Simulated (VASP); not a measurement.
Set up this calculation in VASP 6.6.1, as the native input.

* Task: single point
* Functional: PBE
* Potentials or basis: VASP PAW PBE potentials, release 64 (Y_sv, N)
* Cutoff: 520 eV
* k mesh: 6 × 6 × 4
* Occupations: gaussian, width 0.1 eV
* Spin: no spin polarisation
* Dipole correction: no
* Further INCAR settings: ALGO = Normal; EDIFF = 1e-07; NBANDS = 39

The structure of Y5N lies in POSCAR:

```
Y5N
1.0
    5.6142086226      0.0000000033      0.0000000000
   -2.8071043142      4.8620472877      0.0000000000
    0.0000000000      0.0000000000      5.9571589471
Y N
5 1
Direct
    0.6666666667      0.3333333333      0.7477057802
    0.0000000000      0.0000000000      0.0000000000
    0.6666666667      0.3333333333      0.2522942198
    0.3333333333      0.6666666667      0.2522942198
    0.3333333333      0.6666666667      0.7477057802
    0.0000000000      0.0000000000      0.5000000000
```

The cell was generated, and may not be a known phase.

One way to write it, as run:

INCAR

```
SYSTEM = Y5N
  PREC = Accurate
  ENCUT = 520
  EDIFF = 1E-7
  ISMEAR = 0
  SIGMA = 0.1
  LREAL = .FALSE.
  LASPH = .TRUE.
  NELM = 80
  ALGO = Normal
  ISIF = 2
  LWAVE = .FALSE.
  LCHARG = .TRUE.
  GGA = PE
  LELF = .TRUE.
  LVHAR = .TRUE.
  NBANDS = 39
```

KPOINTS

```
regular mesh
0
G
  6 6 4
  0 0 0
```

Potentials or basis: VASP PAW PBE potentials, release 64 (Y_sv, N).

The run is started by

```sh
$ cat potpaw_PBE.64/Y_sv/POTCAR potpaw_PBE.64/N/POTCAR > POTCAR
$ mpirun -np 1 vasp_std > vasp.out
```

It gave:

```json
{"Pressure": "0.0 GPa", "Largest force": "0.017 eV/Å", "Band gap on the k mesh": "zero (bands 30 and 31 overlap by 0.53 eV)"}
```

Run time: 2.1 min on 1 thread of Intel(R) Xeon(R) 6975P-C (Granite Rapids), on a shared host, peak memory 0.35 GiB.
